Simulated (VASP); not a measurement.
# NbSeO5 (P4/n) in VASP: single point with r2SCAN

Aim: the single point of NbSeO5 with r2SCAN.

Program: VASP 6.6.1. These are calculated values, not measurements. Logs are shortened: lines on timing, memory, paths and dates and some standing lists are left out, and cuts for length are marked.

**1. The cell of the first run**

It takes space group P4/n (No. 85, tetragonal). The conventional cell has a = 6.663 Å, b = 6.663 Å, c = 4.037 Å, α = 90.00°, β = 90.00°, γ = 90.00°. Within 2.3 Å of Nb (site symmetry 4) lie 6 O at 1.77 to 2.27 Å. Within 2.3 Å of O (site symmetry 4) lie 2 Nb at 1.77 to 2.27 Å. O (site symmetry 1) has 1 Se at 1.75 Å and 1 Nb at 2.02 Å within 2.3 Å. Within 2.3 Å of Se (site symmetry -4) lie 4 O at 1.75 Å.

**2. Single point, r2SCAN**

POSCAR

```
NbSeO5
1.0
    6.6631302837      0.0000000000      0.0000000000
    0.0000000000      6.6631302837      0.0000000000
    0.0000000000      0.0000000000      4.0370882670
Nb O Se
2 10 2
Direct
    0.2500000000      0.2500000000      0.7946580049
    0.7500000000      0.7500000000      0.2053419951
    0.2500000000      0.2500000000      0.2324180646
    0.7500000000      0.7500000000      0.7675819354
    0.8263696242      0.4589830033      0.2710492506
    0.0410169967      0.8263696242      0.2710492506
    0.6736303758      0.0410169967      0.2710492506
    0.4589830033      0.6736303758      0.2710492506
    0.1736303758      0.5410169967      0.7289507494
    0.9589830033      0.1736303758      0.7289507494
    0.3263696242      0.9589830033      0.7289507494
    0.5410169967      0.3263696242      0.7289507494
    0.2500000000      0.7500000000      0.5000000000
    0.7500000000      0.2500000000      0.5000000000
```

INCAR.step1

```
SYSTEM = NbSeO5
PREC = Accurate ; ENCUT = 520
ISMEAR = 1 ; SIGMA = 0.0242
LREAL = .False. ; LASPH = .True.
NELM = 80 ; NBANDS = 62
GGA = PE ; ALGO = Normal
EDIFF = 1E-4 ; LWAVE = .True.
LCHARG = .False.
```

INCAR.step2

```
SYSTEM = NbSeO5
PREC = Accurate ; ENCUT = 520
EDIFF = 1E-6 ; ISMEAR = 1
SIGMA = 0.0242 ; LREAL = .False.
LASPH = .True. ; NELM = 80
ALGO = Normal ; ISIF = 2
LWAVE = .False. ; LCHARG = .False.
METAGGA = R2SCAN ; LMIXTAU = .True.
NBANDS = 62 ; ISTART = 1
```

KPOINTS

```
regular mesh
0
Gamma
  4 4 5
  0 0 0
```

Potentials or basis: VASP PAW PBE potentials, release 64 (Nb_sv, O, Se).

On the command line:

```bash
> cat potpaw_PBE.64/Nb_sv/POTCAR potpaw_PBE.64/O/POTCAR potpaw_PBE.64/Se/POTCAR > POTCAR
> cp INCAR.step1 INCAR
> mpirun -np 1 vasp_std > vasp.out
> cp INCAR.step2 INCAR
> mpirun -np 1 vasp_std > vasp.out
```

OUTCAR:

```text
SYSTEM = NbSeO5
   PREC = Accurate
   ENCUT = 520
   EDIFF = 1E-6
   ISMEAR = 1
   LREAL = .False.
   LASPH = .True.
   NELM = 80
   ISIF = 2
   METAGGA = R2SCAN
   ISTART = 1

 ion  position               nearest neighbor table
   1  0.250  0.250  0.795-   3 1.77   9 2.02  10 2.02  11 2.02  12 2.02   3 2.27
   2  0.750  0.750  0.205-   4 1.77   5 2.02   6 2.02   7 2.02   8 2.02   4 2.27
   3  0.250  0.250  0.232-   1 1.77   1 2.27
   4  0.750  0.750  0.768-   2 1.77   2 2.27
   5  0.826  0.459  0.271-  14 1.75   2 2.02
   6  0.041  0.826  0.271-  13 1.75   2 2.02
   7  0.674  0.041  0.271-  14 1.75   2 2.02
   8  0.459  0.674  0.271-  13 1.75   2 2.02
   9  0.174  0.541  0.729-  13 1.75   1 2.02
  10  0.959  0.174  0.729-  14 1.75   1 2.02
  11  0.326  0.959  0.729-  13 1.75   1 2.02
  12  0.541  0.326  0.729-  14 1.75   1 2.02
  13  0.250  0.750  0.500-   6 1.75   8 1.75   9 1.75  11 1.75
  14  0.750  0.250  0.500-   5 1.75   7 1.75  10 1.75  12 1.75

  LATTYP: Found a simple tetragonal cell.
 ALAT       =     6.6631302837
 C/A-ratio  =     0.6058846361

  Lattice vectors:

 A1 = (   6.6631302837,   0.0000000000,   0.0000000000)
 A2 = (   0.0000000000,   6.6631302837,   0.0000000000)
 A3 = (   0.0000000000,   0.0000000000,   4.0370882670)

Analysis of symmetry for initial positions (statically):
=====================================================================
 Subroutine PRICEL returns:
 Original cell was already a primitive cell.

 Routine SETGRP: Setting up the symmetry group for a
 simple tetragonal supercell.

 Subroutine GETGRP returns: Found  8 space group operations
 (whereof  2 operations were pure point group operations)
 out of a pool of 16 trial point group operations.

The static configuration has the point symmetry S_2 .
 The point group associated with its full space group is C_4h.

Analysis of symmetry for dynamics (positions and initial velocities):
=====================================================================
 Subroutine PRICEL returns:
 Original cell was already a primitive cell.

 Routine SETGRP: Setting up the symmetry group for a
 simple tetragonal supercell.

 Subroutine GETGRP returns: Found  8 space group operations
 (whereof  2 operations were pure point group operations)
 out of a pool of 16 trial point group operations.

The dynamic configuration has the point symmetry S_2 .
 The point group associated with its full space group is C_4h.

 Subroutine INISYM returns: Found  8 space group operations
 (whereof  2 operations are pure point group operations),
 and found     1 'primitive' translations

----------------------------------------------------------------------------------------

                                     Primitive cell

  volume of cell :     179.2358

  direct lattice vectors                    reciprocal lattice vectors
     6.663130284  0.000000000  0.000000000     0.150079611  0.000000000  0.000000000
     0.000000000  6.663130284  0.000000000     0.000000000  0.150079611  0.000000000
     0.000000000  0.000000000  4.037088267     0.000000000  0.000000000  0.247703279

  length of vectors
     6.663130284  6.663130284  4.037088267     0.150079611  0.150079611  0.247703279

  position of ions in fractional coordinates (direct lattice)
     0.250000000  0.250000000  0.794658005
     0.750000000  0.750000000  0.205341995
     0.250000000  0.250000000  0.232418065
     0.750000000  0.750000000  0.767581935
     0.826369624  0.458983003  0.271049251
     0.041016997  0.826369624  0.271049251
     0.673630376  0.041016997  0.271049251
     0.458983003  0.673630376  0.271049251
     0.173630376  0.541016997  0.728950749
     0.958983003  0.173630376  0.728950749
     0.326369624  0.958983003  0.728950749
     0.541016997  0.326369624  0.728950749
     0.250000000  0.750000000  0.500000000
     0.750000000  0.250000000  0.500000000

  ion indices of the primitive-cell ions
   primitive index   ion index
                 1           1
                 2           2
                 3           3
                 4           4
                 5           5
                 6           6
                 7           7
                 8           8
                 9           9
                10          10
                11          11
                12          12
                13          13
                14          14

----------------------------------------------------------------------------------------

 KPOINTS: regular mesh

Automatic generation of k-mesh.
 Grid dimensions read from file:
 generate k-points for:    4    4    5

 Generating k-lattice:

  Cartesian coordinates                     Fractional coordinates (reciprocal lattice)
     0.037519903  0.000000000  0.000000000     0.250000000  0.000000000  0.000000000
     0.000000000  0.037519903  0.000000000     0.000000000  0.250000000  0.000000000
     0.000000000  0.000000000  0.049540656     0.000000000  0.000000000  0.200000000

  Length of vectors
     0.037519903  0.037519903  0.049540656

  Shift w.r.t. Gamma in fractional coordinates (k-lattice)
     0.000000000  0.000000000  0.000000000

 Subroutine IBZKPT returns following result:
 ===========================================

 Found     18 irreducible k-points:

 Following reciprocal coordinates:
            Coordinates               Weight
  0.000000  0.000000  0.000000      1.000000
  0.250000  0.000000  0.000000      4.000000
  0.500000  0.000000  0.000000      2.000000
  0.250000  0.250000  0.000000      4.000000
  0.500000  0.250000  0.000000      4.000000
  0.500000  0.500000  0.000000      1.000000
[... 10 lines left out ...]
  0.500000  0.250000  0.400000      8.000000
  0.500000  0.500000  0.400000      2.000000
   k-points           NKPTS =     18   k-points in BZ     NKDIM =     18   number of bands    NBANDS=     62
   number of dos      NEDOS =    301   number of ions     NIONS =     14
   total plane-waves  NPLWV =  75000
   dimension x,y,z NGX =    50 NGY =   50 NGZ =   30
   dimension x,y,z NGXF=   100 NGYF=  100 NGZF=   60
   ions per type =               2  10   2
   NGX,Y,Z   is equivalent  to a cutoff of  12.48, 12.48, 12.35 a.u.
   NGXF,Y,Z  is equivalent  to a cutoff of  24.95, 24.95, 24.71 a.u.
 SYSTEM =  NbSeO5
   PREC   = accura    normal or accurate (medium, high low for compatibility)
   ISTART =      1    job   : 0-new  1-cont  2-samecut
   ICHARG =      0    charge: 1-file 2-atom 10-const
   ISPIN  =      1    spin polarized calculation?
   LNONCOLLINEAR =      F non collinear calculations
   LSORBIT =      F    spin-orbit coupling
   LASPH  =      T    aspherical Exc in radial PAW
   ENCUT  =  520.0 eV  38.22 Ry    6.18 a.u.  12.39 12.39  7.51*2*pi/ulx,y,z
   NELM   =     80;   NELMIN=  2; NELMDL=  0     # of ELM steps
   EDIFF  = 0.1E-05   stopping-criterion for ELM
   LREAL  =      F    real-space projection
   EDIFFG = 0.1E-04   stopping-criterion for IOM
   NSW    =      0    number of steps for IOM
   IBRION =     -1    ionic relax: 0-MD 1-quasi-New 2-CG
   NFREE  =      0    steps in history (QN), initial steepest desc. (CG)
   ISIF   =      2    stress and relaxation
   ISYM   =      2    0-nonsym 1-usesym 2-fastsym
   POTIM  = 0.5000    time-step for ionic-motion
   TEBEG  =    0.0;   TEEND  =   0.0 temperature during run
   PSTRESS=    0.0 pullay stress
   NELECT =      98.0000    total number of electrons
   NUPDOWN=      -1.0000    fix difference up-down
   EMIN   =  10.00;   EMAX   =-10.00  energy-range for DOS
   EFERMI =   0.00;   METHOD = LEGACY
   ISMEAR =     1;   SIGMA  =   0.02  broadening in eV -4-tet -1-fermi 0-gaus
   EFERMI_NEDOS =   21; number of points for ismear=-14 and -15
   IALGO  =     38    algorithm
   IMIX   =      4    mixing-type and parameters
     AMIX     =   0.40;   BMIX     =  1.00
     AMIX_MAG =   1.60;   BMIX_MAG =  1.00
  volume/ion in A,a.u.               =      12.80        86.40
  Fermi-wavevector in a.u.,A,eV,Ry     =   1.338675  2.529729 24.382340  1.792051
  Thomas-Fermi vector in A             =   2.467127
   LORBIT       =      0    0 simple, 1 ext, 2 COOP (PROOUT), +10 PAW based schemes
   METAGGA = R2SCAN    functional components
   LHFCALC =     F    Hartree Fock is set to
   AEXX    =    0.0000 exact exchange contribution
   IVDW    =     0    specifies the selected vdW correction
   LEPSILON=     F    determine dielectric tensor
   LRPA    =     F    only Hartree local field effects (RPA)
 non-spin polarized calculation
 Methfessel and Paxton  Order N= 1 SIGMA  =   0.02
  energy-cutoff  :      520.00
  volume of cell :      179.24
 maximum number of plane-waves:      4879
 NGX is ok and might be reduce to    50
   NGX = 25   NGY = 25   NGZ = 15

 number of electron      97.9999990 magnetization

 Free energy of the ion-electron system (eV)
  ---------------------------------------------------
  ext. energy  EPLUGINS =         0.00000000
  ---------------------------------------------------
  free energy    TOTEN  =      -159.58922368 eV

  energy without entropy =     -159.58936399  energy(sigma->0) =     -159.58927045

 E-fermi :   4.7723     XC(G=0): -10.8589

 val. band max:        4.7519423632   @ k =   0.2500   0.0000   0.2000
 cond. band min:       4.9416308991   @ k =   0.5000   0.2500   0.2000
 fundamental gap:      0.1896885358
 Fermi energy:         4.7723159129

 k-point     1 :       0.0000    0.0000    0.0000
  band No.  band energies     occupation
      1     -53.9248      2.00000
      2     -53.9247      2.00000
      3     -29.5029      2.00000
      4     -29.5024      2.00000
      5     -29.3423      2.00000
      6     -29.3423      2.00000
[... 53 lines left out ...]
     60       9.3314      0.00000
     61       9.4856      0.00000

 k-point     2 :       0.2500    0.0000    0.0000
  band No.  band energies     occupation
      1     -53.9248      2.00000
      2     -53.9248      2.00000
      3     -29.5028      2.00000
      4     -29.5024      2.00000
      5     -29.3423      2.00000
      6     -29.3417      2.00000
[... 53 lines left out ...]
     60       8.9293      0.00000
     61       9.3582      0.00000

 k-point     3 :       0.5000    0.0000    0.0000
  band No.  band energies     occupation
      1     -53.9248      2.00000
      2     -53.9248      2.00000
      3     -29.5026      2.00000
      4     -29.5026      2.00000
      5     -29.3415      2.00000
      6     -29.3415      2.00000
[... 949 lines left out ...]
     60       9.1452      0.00000
     61       9.6386      0.00000

 k-point    18 :       0.5000    0.5000    0.4000
  band No.  band energies     occupation
      1     -53.9227      2.00000
      2     -53.9227      2.00000
      3     -29.6176      2.00000
      4     -29.6176      2.00000
      5     -29.3392      2.00000
      6     -29.3386      2.00000
[... 53 lines left out ...]
     60       9.2309      0.00000
     61       9.3637      0.00000
 [bands above 61 left out]

------------------------ aborting loop because EDIFF is reached ----------------------------------------

  FORCE on cell =-STRESS in cart. coord.  units (eV):
  Direction    XX          YY          ZZ          XY          YZ          ZX
  --------------------------------------------------------------------------------------
  -------------------------------------------------------------------------------------
  Total        0.5090687      0.5090687      0.5418213      0.0000095     -0.0000000      0.0000000
  in kB        4.5505316      4.5505316      4.8433049      0.0000848     -0.0000000      0.0000000
  external PRESSURE =       4.6481227 kB  Pullay stress =       0.0000000 kB

 VOLUME and BASIS-vectors are now :
 -----------------------------------------------------------------------------
  energy-cutoff  :      520.00
  volume of cell :      179.24
      direct lattice vectors                 reciprocal lattice vectors
     6.663130284  0.000000000  0.000000000     0.150079611  0.000000000  0.000000000
     0.000000000  6.663130284  0.000000000     0.000000000  0.150079611  0.000000000
     0.000000000  0.000000000  4.037088267     0.000000000  0.000000000  0.247703279

 POSITION                                       TOTAL-FORCE (eV/Angst)
 -----------------------------------------------------------------------------------
      1.66578      1.66578      3.20810        -0.000000      0.000000     -0.074714
      4.99735      4.99735      0.82898        -0.000000      0.000000      0.074714
      1.66578      1.66578      0.93829        -0.000000      0.000000      0.085586
      4.99735      4.99735      3.09880        -0.000000      0.000000     -0.085586
      5.50621      3.05826      1.09425         0.030748      0.117726     -0.064689
      0.27330      5.50621      1.09425        -0.117726      0.030748     -0.064689
      4.48849      0.27330      1.09425        -0.030748     -0.117726     -0.064689
      3.05826      4.48849      1.09425         0.117726     -0.030748     -0.064689
      1.15692      3.60487      2.94284        -0.030748     -0.117726      0.064689
      6.38983      1.15692      2.94284         0.117726     -0.030748      0.064689
      2.17464      6.38983      2.94284         0.030748      0.117726      0.064689
      3.60487      2.17464      2.94284        -0.117726      0.030748      0.064689
      1.66578      4.99735      2.01854        -0.000000      0.000000     -0.000000
      4.99735      1.66578      2.01854        -0.000000      0.000000     -0.000000
 -----------------------------------------------------------------------------------
    total drift:                                0.000000     -0.000000     -0.000000

  FREE ENERGIE OF THE ION-ELECTRON SYSTEM (eV)
  ---------------------------------------------------
  free  energy   TOTEN  =      -159.5892236760 eV

  energy  without entropy=     -159.5893639853  energy(sigma->0) =     -159.58927045
```

Wall time 16 min (1 thread of Intel Xeon Platinum 8175M at 2.50GHz (Skylake/Cascade Lake), shared host); peak memory 0.39 GiB.

What came out:

```
Free energy            : -159.5892 eV
Pressure               : 0.5 GPa
Largest force          : 0.138 eV/Å
Band gap on the k mesh : zero (bands 49 and 50 overlap by 1.25 eV)
```

Forces on the atoms (eV/Å):
```
Nb   0.000  0.000 -0.075
Nb   0.000  0.000  0.075
O    0.000  0.000  0.086
O    0.000  0.000 -0.086
O    0.031  0.118 -0.065
O   -0.118  0.031 -0.065
O   -0.031 -0.118 -0.065
O    0.118 -0.031 -0.065
O   -0.031 -0.118  0.065
O    0.118 -0.031  0.065
O    0.031  0.118  0.065
O   -0.118  0.031  0.065
Se   0.000  0.000  0.000
Se   0.000  0.000  0.000
```

Caveat: the PAW data sets were made with another functional, which shifts forces and pressure a little.

The gap in the log of VASP goes by the Fermi energy; the results here count the filled bands.